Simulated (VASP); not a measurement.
A run of VASP 6.6.1 is set up as follows.

The input POSCAR:

```
PbO
1.0
    5.8760000000      0.0000000000      0.0000000000
    0.0000000000      5.4760000000      0.0000000000
    0.0000000000      0.0000000000      4.7430000000
Pb O
4 4
Direct
    0.7690000000      0.5140000000      0.2500000000
    0.2310000000      0.4860000000      0.7500000000
    0.7690000000      0.9860000000      0.7500000000
    0.2310000000      0.0140000000      0.2500000000
    0.1320000000      0.5820000000      0.2500000000
    0.8680000000      0.4180000000      0.7500000000
    0.1320000000      0.9180000000      0.7500000000
    0.8680000000      0.0820000000      0.2500000000
```

Contents of INCAR.step1:

```
ALGO = Normal
EDIFF = 1E-4
ENCUT = 520
GGA = PE
ISMEAR = -1
LASPH = True
LCHARG = False
LREAL = False
LWAVE = True
NBANDS = 50
NELM = 100
PREC = Accurate
SIGMA = 0.05
```

Contents of INCAR.step2:

```
ALGO = Normal
EDIFF = 1E-6
ENCUT = 520
ISIF = 2
ISMEAR = -1
ISTART = 1
LASPH = True
LCHARG = False
LMIXTAU = True
LREAL = False
LWAVE = False
METAGGA = R2SCAN
NBANDS = 50
NELM = 100
PREC = Accurate
SIGMA = 0.05
```

The input KPOINTS:

```
k-points
0
Gamma
  5 5 6
```

Potentials or basis: VASP PAW PBE potentials, release 64 (Pb_d, O).

Launch:

```console
$ cat potpaw_PBE.64/Pb_d/POTCAR potpaw_PBE.64/O/POTCAR > POTCAR
$ cp INCAR.step1 INCAR
$ mpirun -np 1 vasp_std > vasp.out
$ cp INCAR.step2 INCAR
$ mpirun -np 1 vasp_std > vasp.out
```

(1) Predict the largest force.

(2) Estimate the pressure.

(3) Estimate the band gap on the k mesh.

Results:

(1) 1.015 eV/Å.

(2) -0.7 GPa.

(3) 2.35 eV (least direct gap 2.54 eV).

Caveat: the PAW data sets were made with another functional, which shifts forces and pressure a little; spin-orbit coupling is left out, which moves the levels of the heavy elements; an odd mesh through Γ misses points on the zone boundary, where band edges can lie.
